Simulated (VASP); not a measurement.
**Zr: single point with PBE**

The system is Zr.

```
Zr
1.0
     2.86421    0.00000    0.00000
    -1.43210    2.48047    0.00000
     0.00000    0.00000    2.82209
Zr
1
Direct
  0.00000 0.00000 0.00000
```

This isn't the form of Zr at room conditions, which is hcp.

```json
{
 "Program": "VASP 6.6.1",
 "Task": "single point",
 "Functional": "PBE",
 "Potentials or basis": "VASP PAW PBE potentials, release 64 (Zr_sv)",
 "Cutoff": "520 eV",
 "k mesh": "16 × 16 × 14",
 "Occupations": "fermi-dirac, width 0.1 eV",
 "Spin": "no spin polarisation"
}
```

```json
{
 "Pressure": "18.9 GPa",
 "Band gap on the k mesh": "zero (bands 6 and 7 overlap by 0.95 eV)"
}
```

Levels at points of the mesh, in eV from the Fermi level:
| k point | band 3 | band 4 | band 5 | band 6 | band 7 | band 8 | band 9 | band 10 |
| --- | --- | --- | --- | --- | --- | --- | --- | --- |
| (0.00, 0.00, 0.00) | -25.40 | -25.40 | -5.33 | -2.12 | 1.35 | 1.35 | 6.80 | 6.80 |
| (0.50, 0.00, 0.00) | -25.85 | -25.43 | -3.24 | -0.73 | 2.13 | 2.50 | 5.88 | 7.60 |
| (0.00, 0.00, 0.50) | -25.27 | -25.27 | -2.36 | 0.54 | 2.09 | 2.09 | 3.78 | 3.78 |
| (0.50, 0.00, 0.50) | -26.87 | -25.70 | -3.58 | -1.84 | 2.19 | 6.11 | 7.77 | 7.90 |

Wall time 27 s on 1 thread of Intel Xeon 6455B (shared host), peak memory 0.18 GiB.

Caveat: the cell stands under pressure.
